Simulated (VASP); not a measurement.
Here is a VASP 6.6.1 calculation.

POSCAR

```
Au
1.0
    0.0000000000      2.0617793868      2.0617793868
    2.0617793868      0.0000000000      2.0617793868
    2.0617793868      2.0617793868      0.0000000000
Au
1
Direct
    0.0000000000      0.0000000000      0.0000000000
```

File INCAR.step1:

```
PREC     = Accurate       # precision mode
ENCUT    = 520            # plane-wave cutoff, eV
EDIFF    = 1E-5           # SCF threshold, eV
ISMEAR   = -1             # smearing method
SIGMA    = 0.05           # smearing width, eV
LREAL    = False          # projectors in reciprocal space
LASPH    = True           # aspherical terms in the spheres
NELM     = 100            # most SCF steps
ALGO     = Normal         # electronic algorithm
ISIF     = 2              # what is computed and relaxed
LWAVE    = True           # write WAVECAR
LCHARG   = False          # write CHGCAR
NBANDS   = 12             # bands
GGA      = PE             # functional
```

The input INCAR.step2:

```
PREC     = Accurate       # precision mode
ENCUT    = 520            # plane-wave cutoff, eV
EDIFF    = 1E-6           # SCF threshold, eV
ISMEAR   = -1             # smearing method
SIGMA    = 0.05           # smearing width, eV
LREAL    = False          # projectors in reciprocal space
LASPH    = True           # aspherical terms in the spheres
NELM     = 100            # most SCF steps
ALGO     = Normal         # electronic algorithm
ISIF     = 2              # what is computed and relaxed
LWAVE    = False          # write WAVECAR
LCHARG   = False          # write CHGCAR
GGA      = PE             # functional
LHFCALC  = True           # exact exchange
AEXX     = 0.25           # exact-exchange fraction
HFSCREEN = 0.3            # screening, 1/A
PRECFOCK = Normal       
NBANDS   = 12             # bands
ISTART   = 1
```

KPOINTS

```
regular mesh
0
Gamma
  6 6 6
```

Potentials or basis: VASP PAW PBE potentials, release 64 (Au).

Command:

```sh
$ cat potpaw_PBE.64/Au/POTCAR > POTCAR
$ cp INCAR.step1 INCAR
$ mpirun -np 1 vasp_std > vasp.out
$ cp INCAR.step2 INCAR
$ mpirun -np 1 vasp_std > vasp.out
```

Problem. Predict the pressure.

Solution. 1.9 GPa.

Problem. Predict the band gap on the k mesh.

Solution. Zero (an odd number of electrons rules out a gap without spin polarisation).

Caveat: the k points lie up to 0.44 Å⁻¹ apart, too coarse for converged energies and pressures of a metal; the PAW data sets were made with another functional, which shifts forces and pressure a little; spin-orbit coupling is left out, which moves the levels of the heavy elements.
